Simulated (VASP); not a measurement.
# MgO (Fm-3m) in VASP: single point with HSE06

Aim: the single point of MgO with HSE06.

Program: VASP 6.6.1. These are calculated values, not measurements. Logs are shortened: lines on timing, memory, paths and dates and some standing lists are left out, and cuts for length are marked.

## 1. The cell of the first run

Symmetry: Fm-3m, No. 225, cubic system. Conventional cell: a = 4.410 Å, b = 4.410 Å, c = 4.410 Å, α = 90.00°, β = 90.00°, γ = 90.00°. Within 2.9 Å of Mg (site symmetry m-3m) lie 6 O at 2.20 Å. O (site symmetry m-3m) has 6 Mg at 2.20 Å within 2.9 Å.

## 2. Single point, HSE06 (strain +4.9%)

File POSCAR:

```
MgO
1.0
    0.0000000000      2.2047538254      2.2047538254
    2.2047538254      0.0000000000      2.2047538254
    2.2047538254      2.2047538254      0.0000000000
Mg O
1 1
Direct
    0.0000000000      0.0000000000      0.0000000000
    0.5000000000      0.5000000000      0.5000000000
```

File INCAR.step1:

```
SYSTEM = MgO
  ALGO = Normal
  EDIFF = 1E-5
  ENCUT = 520
  GGA = PE
  ISIF = 2
  ISMEAR = 0
  LASPH = .TRUE.
  LREAL = .FALSE.
  LWAVE = .TRUE.
  NBANDS = 11
  NELM = 60
  PREC = Accurate
  SIGMA = 0.01
```

File INCAR.step2:

```
SYSTEM = MgO
  ALGO = Normal
  EDIFF = 1E-6
  ENCUT = 520
  GGA = PE
  HFSCREEN = 0.2079
  ISIF = 2
  ISMEAR = 0
  ISTART = 1
  LASPH = .TRUE.
  LCHARG = .TRUE.
  LELF = .TRUE.
  LHFCALC = .TRUE.
  LREAL = .FALSE.
  LVHAR = .TRUE.
  LWAVE = .FALSE.
  NBANDS = 11
  NELM = 60
  PREC = Accurate
  PRECFOCK = Normal
  SIGMA = 0.01
```

File KPOINTS:

```
k-points
0
G
  8 8 8
  0 0 0
```

Potentials or basis: VASP PAW PBE potentials, release 64 (Mg, O).

Command:

```console
> cat potpaw_PBE.64/Mg/POTCAR potpaw_PBE.64/O/POTCAR > POTCAR
> cp INCAR.step1 INCAR
> mpirun -np 1 vasp_std > vasp.out
> cp INCAR.step2 INCAR
> mpirun -np 1 vasp_std > vasp.out
```

OUTCAR:

```text
SYSTEM = MgO
   EDIFF = 1E-6
   ENCUT = 520
   GGA = PE
   HFSCREEN = 0.2079
   ISIF = 2
   ISMEAR = 0
   ISTART = 1
   LASPH = .TRUE.
   LHFCALC = .TRUE.
   LREAL = .FALSE.
   NELM = 60
   PREC = Accurate
   PRECFOCK = Normal

 ion  position               nearest neighbor table
   1  0.000  0.000  0.000-   2 2.20   2 2.20   2 2.20   2 2.20   2 2.20   2 2.20
   2  0.500  0.500  0.500-   1 2.20   1 2.20   1 2.20   1 2.20   1 2.20   1 2.20

  LATTYP: Found a face centered cubic cell.
 ALAT       =     4.4095076508

  Lattice vectors:

 A1 = (   0.0000000000,   2.2047538254,   2.2047538254)
 A2 = (   2.2047538254,   0.0000000000,   2.2047538254)
 A3 = (   2.2047538254,   2.2047538254,   0.0000000000)

Analysis of symmetry for initial positions (statically):
=====================================================================
 Subroutine PRICEL returns:
 Original cell was already a primitive cell.

 Routine SETGRP: Setting up the symmetry group for a
 face centered cubic supercell.

 Subroutine GETGRP returns: Found 48 space group operations
 (whereof 48 operations were pure point group operations)
 out of a pool of 48 trial point group operations.

The static configuration has the point symmetry O_h .

Analysis of symmetry for dynamics (positions and initial velocities):
=====================================================================
 Subroutine PRICEL returns:
 Original cell was already a primitive cell.

 Routine SETGRP: Setting up the symmetry group for a
 face centered cubic supercell.

 Subroutine GETGRP returns: Found 48 space group operations
 (whereof 48 operations were pure point group operations)
 out of a pool of 48 trial point group operations.

The dynamic configuration has the point symmetry O_h .

 Subroutine INISYM returns: Found 48 space group operations
 (whereof 48 operations are pure point group operations),
 and found     1 'primitive' translations

----------------------------------------------------------------------------------------

                                     Primitive cell

  volume of cell :      21.4343

  direct lattice vectors                    reciprocal lattice vectors
     0.000000000  2.204753825  2.204753825    -0.226782688  0.226782688  0.226782688
     2.204753825  0.000000000  2.204753825     0.226782688 -0.226782688  0.226782688
     2.204753825  2.204753825  0.000000000     0.226782688  0.226782688 -0.226782688

  length of vectors
     3.117992762  3.117992762  3.117992762     0.392799139  0.392799139  0.392799139

  position of ions in fractional coordinates (direct lattice)
     0.000000000  0.000000000  0.000000000
     0.500000000  0.500000000  0.500000000

  ion indices of the primitive-cell ions
   primitive index   ion index
                 1           1
                 2           2

----------------------------------------------------------------------------------------

 KPOINTS: k-points

Automatic generation of k-mesh.
 Grid dimensions read from file:
 generate k-points for:    8    8    8

 Generating k-lattice:

  Cartesian coordinates                     Fractional coordinates (reciprocal lattice)
    -0.028347836  0.028347836  0.028347836     0.125000000  0.000000000  0.000000000
     0.028347836 -0.028347836  0.028347836     0.000000000  0.125000000  0.000000000
     0.028347836  0.028347836 -0.028347836     0.000000000  0.000000000  0.125000000

  Length of vectors
     0.049099892  0.049099892  0.049099892

  Shift w.r.t. Gamma in fractional coordinates (k-lattice)
     0.000000000  0.000000000  0.000000000

 Subroutine IBZKPT returns following result:
 ===========================================

 Found     29 irreducible k-points:

 Following reciprocal coordinates:
            Coordinates               Weight
  0.000000  0.000000  0.000000      1.000000
  0.125000  0.000000  0.000000      8.000000
  0.250000  0.000000  0.000000      8.000000
  0.375000  0.000000  0.000000      8.000000
  0.500000  0.000000  0.000000      4.000000
  0.125000  0.125000  0.000000      6.000000
[... 16 lines left out ...]
  0.500000  0.250000  0.125000     48.000000
 -0.375000  0.250000  0.125000     24.000000
 [... further k-points ...]
   k-points           NKPTS =     29   k-points in BZ     NKDIM =    512   number of bands    NBANDS=     11
   number of dos      NEDOS =    301   number of ions     NIONS =      2
   total plane-waves  NPLWV =  13824
   dimension x,y,z NGX =    24 NGY =   24 NGZ =   24
   dimension x,y,z NGXF=    48 NGYF=   48 NGZF=   48
   ions per type =               1   1
   NGX,Y,Z   is equivalent  to a cutoff of  12.80, 12.80, 12.80 a.u.
   NGXF,Y,Z  is equivalent  to a cutoff of  25.59, 25.59, 25.59 a.u.
 SYSTEM =  MgO
   PREC   = accura    normal or accurate (medium, high low for compatibility)
   ISTART =      1    job   : 0-new  1-cont  2-samecut
   ICHARG =      0    charge: 1-file 2-atom 10-const
   ISPIN  =      1    spin polarized calculation?
   LNONCOLLINEAR =      F non collinear calculations
   LSORBIT =      F    spin-orbit coupling
   LASPH  =      T    aspherical Exc in radial PAW
   ENCUT  =  520.0 eV  38.22 Ry    6.18 a.u.   5.80  5.80  5.80*2*pi/ulx,y,z
   NELM   =     60;   NELMIN=  2; NELMDL=  0     # of ELM steps
   EDIFF  = 0.1E-05   stopping-criterion for ELM
   LREAL  =      F    real-space projection
   EDIFFG = 0.1E-04   stopping-criterion for IOM
   NSW    =      0    number of steps for IOM
   IBRION =     -1    ionic relax: 0-MD 1-quasi-New 2-CG
   NFREE  =      0    steps in history (QN), initial steepest desc. (CG)
   ISIF   =      2    stress and relaxation
   ISYM   =      3    0-nonsym 1-usesym 2-fastsym
   POTIM  = 0.5000    time-step for ionic-motion
   TEBEG  =    0.0;   TEEND  =   0.0 temperature during run
   PSTRESS=    0.0 pullay stress
   NELECT =       8.0000    total number of electrons
   NUPDOWN=      -1.0000    fix difference up-down
   EMIN   =  10.00;   EMAX   =-10.00  energy-range for DOS
   EFERMI =   0.00;   METHOD = LEGACY
   ISMEAR =     0;   SIGMA  =   0.01  broadening in eV -4-tet -1-fermi 0-gaus
   EFERMI_NEDOS =   21; number of points for ismear=-14 and -15
   IALGO  =     38    algorithm
   IMIX   =      1    mixing-type and parameters
     AMIX     =   0.40;   BMIX     =  1.00
     AMIX_MAG =   1.60;   BMIX_MAG =  1.00
  volume/ion in A,a.u.               =      10.72        72.32
  Fermi-wavevector in a.u.,A,eV,Ry     =   1.178695  2.227410 18.902868  1.389322
  Thomas-Fermi vector in A             =   2.315019
   LORBIT       =      0    0 simple, 1 ext, 2 COOP (PROOUT), +10 PAW based schemes
   GGA     = PE    functional components
   LHFCALC =     T    Hartree Fock is set to
   PRECFOCK=normal    Normal, Fast or Accurate (Low or Medium for compatibility)
   ENCUT4O =  -1.0   cutoff for four orbital integrals eV
   NKREDX  =     1    reduce k-point grid by
   NKREDY  =     1    reduce k-point grid by
   NKREDZ  =     1    reduce k-point grid by
   AEXX    =    0.2500 exact exchange contribution
   HFSCREEN=    0.2079 screening length (either q_TF or 0.3 A-1)
   HFSCREENC=   0.2079 screening length for correlation (either q_TF or 0.3 A-1)
   ENCUTFOCK=  -1.0 apply spherical cutoff to Coloumb kernel
   IVDW    =     0    specifies the selected vdW correction
   LEPSILON=     F    determine dielectric tensor
   LRPA    =     F    only Hartree local field effects (RPA)
 non-spin polarized calculation
 Gauss-broadening in eV      SIGMA  =   0.01
  energy-cutoff  :      520.00
  volume of cell :       21.43
 maximum number of plane-waves:       589
  NGX = 18; NGY = 18; NGZ = 18

 number of electron       7.9999997 magnetization

 Free energy of the ion-electron system (eV)
  ---------------------------------------------------
  ext. energy  EPLUGINS =         0.00000000
  ---------------------------------------------------
  free energy    TOTEN  =       -14.02262903 eV

  energy without entropy =      -14.02262903  energy(sigma->0) =      -14.02262903

 E-fermi :   1.1950     XC(G=0):  -8.6010

 val. band max:        1.0436995809   @ k =   0.0000   0.0000   0.0000
 cond. band min:       6.1292884072   @ k =   0.0000   0.0000   0.0000
 fundamental gap:      5.0855888263
 Fermi energy:         1.1949950404

 k-point     1 :       0.0000    0.0000    0.0000
  band No.  band energies     occupation
      1     -17.1246      2.00000
      2       1.0437      2.00000
      3       1.0437      2.00000
      4       1.0437      2.00000
      5       6.1293      0.00000
      6      17.9169      0.00000
      7      17.9169      0.00000
      8      17.9169      0.00000
      9      21.4794      0.00000
     10      23.2732      0.00000
     11      23.2732      0.00000

 k-point     2 :       0.1250    0.0000    0.0000
  band No.  band energies     occupation
      1     -16.9912      2.00000
      2       0.1291      2.00000
      3       0.9546      2.00000
      4       0.9546      2.00000
      5       7.0632      0.00000
      6      16.2549      0.00000
      7      18.2141      0.00000
      8      18.2141      0.00000
      9      22.0632      0.00000
     10      22.0632      0.00000
     11      23.2586      0.00000

 k-point     3 :       0.2500    0.0000    0.0000
  band No.  band energies     occupation
      1     -16.6494      2.00000
      2      -1.4901      2.00000
      3       0.7483      2.00000
      4       0.7483      2.00000
      5       8.6310      0.00000
      6      14.6242      0.00000
      7      18.4678      0.00000
      8      18.4678      0.00000
      9      21.7297      0.00000
     10      21.7297      0.00000
     11      22.9354      0.00000
[... 267 lines left out ...]
 k-point    23 :       0.5000    0.2500    0.1250
  band No.  band energies     occupation
      1     -16.1095      2.00000
      2      -2.4395      2.00000
      3      -0.5362      2.00000
      4       0.2624      2.00000
      5      11.2103      0.00000
      6      13.6526      0.00000
      7      15.4163      0.00000
      8      18.6039      0.00000
      9      21.3047      0.00000
     10      23.8363      0.00000
     11      26.9911      0.00000

 k-point    24 :      -0.3750    0.2500    0.1250
  band No.  band energies     occupation
      1     -15.9807      2.00000
      2      -2.6953      2.00000
      3      -0.7249      2.00000
      4       0.1494      2.00000
      5      11.5493      0.00000
      6      13.9284      0.00000
      7      15.0718      0.00000
      8      18.3436      0.00000
      9      22.0328      0.00000
     10      23.4720      0.00000
     11      27.1842      0.00000

 [... further k-points ...]

------------------------ aborting loop because EDIFF is reached ----------------------------------------

  FORCE on cell =-STRESS in cart. coord.  units (eV):
  Direction    XX          YY          ZZ          XY          YZ          ZX
  --------------------------------------------------------------------------------------
  -------------------------------------------------------------------------------------
  Total       -2.4727245     -2.4727245     -2.4727245      0.0000000     -0.0000000     -0.0000000
  in kB     -184.8315059   -184.8315059   -184.8315059      0.0000000     -0.0000000     -0.0000000
  external PRESSURE =    -184.8315059 kB  Pullay stress =       0.0000000 kB

 VOLUME and BASIS-vectors are now :
 -----------------------------------------------------------------------------
  energy-cutoff  :      520.00
  volume of cell :       21.43
      direct lattice vectors                 reciprocal lattice vectors
     0.000000000  2.204753825  2.204753825    -0.226782688  0.226782688  0.226782688
     2.204753825  0.000000000  2.204753825     0.226782688 -0.226782688  0.226782688
     2.204753825  2.204753825  0.000000000     0.226782688  0.226782688 -0.226782688

 POSITION                                       TOTAL-FORCE (eV/Angst)
 -----------------------------------------------------------------------------------
      0.00000      0.00000      0.00000        -0.000000     -0.000000      0.000000
      2.20475      2.20475      2.20475         0.000000      0.000000     -0.000000
 -----------------------------------------------------------------------------------
    total drift:                                0.000000      0.000000      0.000000

  FREE ENERGIE OF THE ION-ELECTRON SYSTEM (eV)
  ---------------------------------------------------
  free  energy   TOTEN  =       -14.0226290301 eV

  energy  without entropy=      -14.0226290301  energy(sigma->0) =      -14.02262903
```

Wall time 41 min (1 thread of Intel Xeon 8259CL, shared host); peak memory 0.27 GiB.

Results:

```yaml
Free_energy: -14.0226 eV
Pressure: -18.5 GPa
Band_gap_on_the_k_mesh: 5.09 eV
```

Caveat: the cell differs from its parent crystal (strain +4.9%); the cell stands under tension; the PAW data sets were made with another functional, which shifts forces and pressure a little.
